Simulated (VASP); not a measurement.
Set up this calculation in VASP 6.6.1, as the native input.

```
Task                   : relaxation of the atoms
Functional             : PBE
Potentials or basis    : VASP PAW PBE potentials, release 64 (Cd, Te)
Cutoff                 : 520 eV
k mesh                 : 12 × 12 × 12
Occupations            : fermi-dirac, width 0.02 eV
Spin                   : no spin polarisation
Dipole correction      : no
Further INCAR settings : ALGO = Normal; EDIFF = 1e-06; IBRION = 2; EDIFFG = -0.02; NSW = 80
```

The structure of CdTe lies in POSCAR:

```
CdTe
1.0
    0.0000000000      3.1813205280      3.1813205280
    3.1813205280      0.0000000000      3.1813205280
    3.1813205280      3.1813205280      0.0000000000
Cd Te
1 1
Direct
    0.0000000000      0.0000000000      0.0000000000
    0.2500000000      0.2500000000      0.2500000000
```

These files were run (other wordings do the same):

INCAR

```
SYSTEM = CdTe
PREC     = Accurate       ! precision mode
ENCUT    = 520            ! plane-wave cutoff, eV
EDIFF    = 1E-6           ! SCF threshold, eV
ISMEAR   = -1             ! smearing method
SIGMA    = 0.02           ! smearing width, eV
LREAL    = .FALSE.        ! projectors in reciprocal space
LASPH    = .TRUE.         ! aspherical terms in the spheres
NELM     = 100            ! most SCF steps
ALGO     = Normal         ! electronic algorithm
ISIF     = 2              ! what is computed and relaxed
LWAVE    = .FALSE.        ! write WAVECAR
LCHARG   = .FALSE.        ! write CHGCAR
GGA      = PE             ! functional
IBRION   = 2              ! ionic algorithm
NSW      = 80             ! ionic steps
EDIFFG   = -0.02          ! ionic threshold
```

KPOINTS

```
Automatic mesh
0
G
  12 12 12
  0 0 0
```

Potentials or basis: VASP PAW PBE potentials, release 64 (Cd, Te).

Launch:

```sh
$ cat potpaw_PBE.64/Cd/POTCAR potpaw_PBE.64/Te/POTCAR > POTCAR
$ mpirun -np 1 vasp_std > vasp.out
```

Results of the run:

```json
{
 "Pressure after relaxing": "5.7 GPa",
 "Band gap on the k mesh": "0.94 eV"
}
```

Caveat: the relaxation stopped at its first step, so nothing moved; spin-orbit coupling is left out, which moves the levels of the heavy elements.

Run time: 120 s on 1 thread of AMD EPYC 7R13, with other jobs on the host, peak memory 0.22 GiB.
